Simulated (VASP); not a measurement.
Input of a VASP 6.6.1 run:

Contents of INCAR:

```
  PREC = Accurate
  ENCUT = 520
  EDIFF = 1E-7
  ISMEAR = -1
  SIGMA = 0.05
  LREAL = F
  LASPH = T
  NELM = 150
  ALGO = Fast
  ISIF = 2
  LWAVE = F
  LCHARG = F
  ISPIN = 2
  MAGMOM = 2 2 2 2
  LORBIT = 11
  LMAXMIX = 4
  GGA = PE
  IVDW = 13
  NBANDS = 30
```

The input KPOINTS:

```
Automatic mesh
0
Gamma
  12 12 4
```

The input POSCAR:

```
Co
1.0
    2.4371717178      0.0000000000      0.0000000000
   -1.2185858589      2.1106526210      0.0000000000
    0.0000000000      0.0000000000      7.9789199430
Co
4
Direct
    0.6666666667      0.3333333333      0.7500000000
    0.0000000000      0.0000000000      0.5000000000
    0.3333333333      0.6666666667      0.2500000000
    0.0000000000      0.0000000000      0.0000000000
```

Potentials or basis: VASP PAW PBE potentials, release 64 (Co).

Command:

```sh
$ cat potpaw_PBE.64/Co/POTCAR > POTCAR
$ mpirun -np 1 vasp_std > vasp.out
```

Estimate the dispersion energy per atom.

-0.451 eV.

Predict the net moment.

6.35 μB per cell.

Predict the pressure.

7.0 GPa.

Estimate the site moments.

Co +1.61, +1.58 μB.

Stress tensor (GPa, compression positive):
```
8.35 0.00 0.00
0.00 8.35 0.00
0.00 0.00 4.44
```

Caveat: pairwise dispersion overbinds metals, which lowers pressure and volume.
